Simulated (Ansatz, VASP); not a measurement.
# One calculation of Ca, two programs

```
Ca
1.0
     3.98000    0.00000    0.00000
    -1.99000    3.44678    0.00000
     0.00000    0.00000    5.99840
Ca
2
Direct
  0.33333 0.66667 0.25000
  0.66667 0.33333 0.75000
```

Change from the starting cell: strain +0.000 along x and y, -0.080 along z, atoms carried along.

Alike in both runs: task single point; functional PBEsol; k mesh 12 × 12 × 8; occupations gaussian, width 0.15 eV; no spin polarisation.

|  | VASP | Ansatz |
| --- | --- | --- |
| version | VASP 6.6.1 | Ansatz 0.2.0 |
| potentials or method | VASP PAW PBE potentials, release 64 (Ca_sv), cutoff 520 eV | scalar-relativistic, plane waves, PAW |
| valence electrons in the cell | 20 | 20 |

Ansatz gave:

- gap on the k mesh at the Fermi level (eV): none
- pressure (GPa): 0.0
- traceless stress, the component that is largest in VASP (GPa): 1.50

Task: What did VASP give for the same quantities?

Result: gap on the k mesh at the Fermi level (eV): none; pressure (GPa): 0.0; traceless stress, the component that is largest in VASP (GPa): 1.51.

VASP's potentials were made for PBE, not for PBEsol. A gap of «none» marks a metal or a gap that the smearing closes.
